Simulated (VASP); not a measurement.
Write the native input for VASP 6.6.1 that does the following.

```yaml
Task: single point
Functional: r2SCAN
Potentials_or_basis: VASP PAW PBE potentials, release 64 (Cd, S)
Cutoff: 520 eV
k_mesh: 12 × 12 × 12
Occupations: fermi-dirac, width 0.1 eV
Spin: no spin polarisation
Dipole_correction: no
Further_INCAR_settings: ALGO = Normal; EDIFF = 1e-07; NBANDS = 16
```

Crystal: CdS.

```
CELL_PARAMETERS angstrom
0.00000 2.93928 2.93928
2.93928 0.00000 2.93928
2.93928 2.93928 0.00000
ATOMIC_POSITIONS crystal
Cd 0.00000 0.00000 0.00000
S 0.75000 0.75000 0.75000
```

One way to write it, as run:

POSCAR

```
CdS
1.0
    0.0000000000      2.9392750189      2.9392750189
    2.9392750189      0.0000000000      2.9392750189
    2.9392750189      2.9392750189      0.0000000000
Cd S
1 1
Direct
    0.0000000000      0.0000000000      0.0000000000
    0.7500000000      0.7500000000      0.7500000000
```

INCAR.step1

```
ALGO     = Normal         # electronic algorithm
EDIFF    = 1E-4           # SCF threshold, eV
ENCUT    = 520            # plane-wave cutoff, eV
GGA      = PE             # functional
ISMEAR   = -1             # smearing method
LASPH    = True           # aspherical terms in the spheres
LCHARG   = False          # write CHGCAR
LREAL    = False          # projectors in reciprocal space
LWAVE    = True           # write WAVECAR
NBANDS   = 16             # bands
NELM     = 80             # most SCF steps
PREC     = Accurate       # precision mode
SIGMA    = 0.1            # smearing width, eV
```

INCAR.step2

```
ALGO     = Normal         # electronic algorithm
EDIFF    = 1E-7           # SCF threshold, eV
ENCUT    = 520            # plane-wave cutoff, eV
ISIF     = 2              # what is computed and relaxed
ISMEAR   = -1             # smearing method
ISTART   = 1            
LASPH    = True           # aspherical terms in the spheres
LCHARG   = True           # write CHGCAR
LELF     = True           # ELF
LMIXTAU  = True         
LREAL    = False          # projectors in reciprocal space
LVHAR    = True         
LWAVE    = False          # write WAVECAR
METAGGA  = R2SCAN         # meta-GGA
NBANDS   = 16             # bands
NELM     = 80             # most SCF steps
PREC     = Accurate       # precision mode
SIGMA    = 0.1            # smearing width, eV
```

KPOINTS

```
k-points
0
Gamma
  12 12 12
```

Potentials or basis: VASP PAW PBE potentials, release 64 (Cd, S).

The run is started by

```console
$ cat potpaw_PBE.64/Cd/POTCAR potpaw_PBE.64/S/POTCAR > POTCAR
$ cp INCAR.step1 INCAR
$ mpirun -np 1 vasp_std > vasp.out
$ cp INCAR.step2 INCAR
$ mpirun -np 1 vasp_std > vasp.out
```

It gave:

```json
{"Pressure": "0.3 GPa", "Band gap on the k mesh": "1.54 eV"}
```

Caveat: the PAW data sets were made with another functional, which shifts forces and pressure a little.

Wall time 4.9 min on 1 thread of AMD EPYC 7R43 64-Core Processor (Zen 3), with other jobs on the host, peak memory 0.18 GiB.
